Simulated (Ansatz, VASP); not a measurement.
**SnO2: VASP beside Ansatz**

```xyz
6
Lattice="4.9701 -0.0471 0.1371 -0.0479 5.1959 -0.1194 0.0928 -0.0795 3.4953" Properties=species:S:1:pos:R:3 pbc="T T T"
Sn    2.6285    2.6886    1.6988
Sn   -0.0674   -0.1374    0.0354
O     1.4362    1.6340   -0.0262
O     3.9559    0.7584    1.8250
O     0.9990    4.3314    1.7015
O     3.4924    3.4776    0.0527
```

Change from the starting cell: all atoms moved at random (sigma 0.1 Å a component), cell strained at random (sigma 0.05).

Alike in both runs: task single point; functional LDA; k mesh 6 × 6 × 8; occupations gaussian, width 0.05 eV; no spin polarisation.

|  | VASP | Ansatz |
| --- | --- | --- |
| version | VASP 6.6.1 | Ansatz 0.2.0 |
| potentials or method | VASP PAW LDA potentials, release 64 (Sn_d, O), cutoff 520 eV | scalar-relativistic, plane waves, PAW |
| valence electrons in the cell | 52 | 52 |

```csv
,VASP,Ansatz,Ansatz less VASP
gap on the k mesh at the Fermi level (eV),0.18,0.19,+0.001
least direct gap on the mesh (eV),0.27,0.27,+0.003
pressure (GPa),-23.9,-24.2,-0.31
"traceless stress, the component that is largest in VASP (GPa)",-6.22,-6.45,-0.231
rms of the force components (eV/Å),1.197,1.178,-0.0189
```

LDA's correlation is that of Perdew and Zunger in VASP and of Perdew and Wang (1992) in Ansatz. Atom by atom the forces differ by 0.026 eV/Å (rms over components).
